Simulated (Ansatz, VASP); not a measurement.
**CO2: VASP beside Ansatz**

Contents of INCAR:

```
SYSTEM = CO2
  ALGO = Normal
  EDIFF = 1E-6
  ENCUT = 520
  GGA = PE
  ISIF = 2
  ISMEAR = 0
  LASPH = .True.
  LCHARG = .True.
  LELF = .True.
  LREAL = .False.
  LVHAR = .True.
  LWAVE = .False.
  NBANDS = 44
  NELM = 60
  PREC = Accurate
  SIGMA = 0.05
```

KPOINTS

```
k-points
0
Gamma
  4 4 4
  0 0 0
```

Contents of POSCAR:

```
CO2
1.0
    6.2208713456      0.0000000000      0.0000000000
    0.0000000000      6.2208713456      0.0000000000
    0.0000000000      0.0000000000      5.9278683052
C O
4 8
Direct
    0.0000000000      0.0000000000      0.0000000000
    0.5000000000      0.0000000000      0.5000000000
    0.5000000000      0.5000000000      0.0000000000
    0.0000000000      0.5000000000      0.5000000000
    0.1114834447      0.1114834447      0.1114834447
    0.3885165553      0.8885165553      0.6114834447
    0.6114834447      0.3885165553      0.8885165553
    0.8885165553      0.6114834447      0.3885165553
    0.8885165553      0.8885165553      0.8885165553
    0.6114834447      0.1114834447      0.3885165553
    0.3885165553      0.6114834447      0.1114834447
    0.1114834447      0.3885165553      0.6114834447
```

Input for Ansatz:

```yaml
crystal:
  lattice:
    - [6.2208713456, 0.0, 0.0]
    - [0.0, 6.2208713456, 0.0]
    - [0.0, 0.0, 5.9278683052]
  atoms:
    - { symbol: C, position: [0.0, 0.0, 0.0] }
    - { symbol: C, position: [0.5, 0.0, 0.5] }
    - { symbol: C, position: [0.5, 0.5, 0.0] }
    - { symbol: C, position: [0.0, 0.5, 0.5] }
    - { symbol: O, position: [0.1114834447, 0.1114834447, 0.1114834447] }
    - { symbol: O, position: [0.3885165553, 0.8885165553, 0.6114834447] }
    - { symbol: O, position: [0.6114834447, 0.3885165553, 0.8885165553] }
    - { symbol: O, position: [0.8885165553, 0.6114834447, 0.3885165553] }
    - { symbol: O, position: [0.8885165553, 0.8885165553, 0.8885165553] }
    - { symbol: O, position: [0.6114834447, 0.1114834447, 0.3885165553] }
    - { symbol: O, position: [0.3885165553, 0.6114834447, 0.1114834447] }
    - { symbol: O, position: [0.1114834447, 0.3885165553, 0.6114834447] }
basis:
  ecutwfc: 520.0
kpoints:
  mp_grid: { grid: [4, 4, 4] }
hamiltonian:
  xc: pbe
scf:
  occupations: { method: gaussian, width: 0.05 }
output:
  forces: true
  stress: true
  eigenvalues: true
```

Alike in both runs: task single point; functional PBE; k mesh 4 × 4 × 4; occupations gaussian, width 0.05 eV; no spin polarisation.

|  | VASP | Ansatz |
| --- | --- | --- |
| version | VASP 6.6.1 | Ansatz 0.2.0 |
| potentials or method | VASP PAW PBE potentials, release 64 (C, O), cutoff 520 eV | scalar-relativistic, plane waves, PAW |
| valence electrons in the cell | 64 | 64 |

|  | VASP | Ansatz | Ansatz less VASP |
| --- | --- | --- | --- |
| gap on the k mesh at the Fermi level (eV) | 6.48 | 6.50 | +0.016 |
| least direct gap on the mesh (eV) | 6.48 | 6.50 | +0.016 |
| pressure (GPa) | -1.7 | -2.8 | -1.07 |
| traceless stress, the component that is largest in VASP (GPa) | 0.19 | 0.26 | +0.078 |
| rms of the force components (eV/Å) | 0.318 | 0.591 | +0.2731 |

Atom by atom the forces differ by 0.273 eV/Å (rms over components). One of these differences is far larger than is usual between the two programs; its cause wasn't traced.

Noted on VASP's run: the standard files for N, O and F lose accuracy on very short bonds.
